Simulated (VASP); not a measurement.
## GaSb: single point with PBEsol

GaSb:

```xyz
2
Lattice="0.0000 3.1277 3.1277 3.1277 0.0000 3.1277 3.1277 3.1277 0.0000" Properties=species:S:1:pos:R:3 pbc="T T T"
Ga    0.0000    0.0000    0.0000
Sb    4.6916    4.6916    4.6916
```

```json
{
  "Program": "VASP 6.6.1",
  "Task": "single point",
  "Functional": "PBEsol",
  "Potentials or basis": "VASP PAW PBE potentials, release 64 (Ga_d, Sb)",
  "Cutoff": "520 eV",
  "k mesh": "12 × 12 × 12",
  "Occupations": "fermi-dirac, width 0.15 eV",
  "Spin": "no spin polarisation"
}
```

```yaml
Pressure: -2.9 GPa
Band_gap_on_the_k_mesh: zero (filled and empty bands touch)
```

Levels at points of the mesh, in eV from the Fermi level:
| k point | band 5 | band 6 | band 7 | band 8 | band 9 | band 10 | band 11 | band 12 | band 13 | band 14 |
| --- | --- | --- | --- | --- | --- | --- | --- | --- | --- | --- |
| (0.00, 0.00, 0.00) | -14.98 | -11.21 | -0.62 | -0.15 | -0.15 | -0.15 | 2.62 | 2.62 | 2.62 | 5.41 |
| (0.50, 0.00, 0.00) | -14.98 | -9.74 | -6.23 | -1.20 | -1.20 | 0.07 | 3.56 | 3.56 | 6.20 | 8.67 |
| (0.50, 0.50, 0.00) | -14.98 | -9.01 | -6.68 | -2.51 | -2.51 | 0.76 | 1.13 | 8.09 | 8.09 | 9.28 |

Run time: 110 s on 1 thread of Intel Xeon 8259CL (shared host), peak memory 0.25 GiB.

Caveat: semilocal functionals underestimate gaps, so a narrow gap can read as zero; the PAW data sets were made with another functional, which shifts forces and pressure a little; spin-orbit coupling is left out, which moves the levels of the heavy elements.
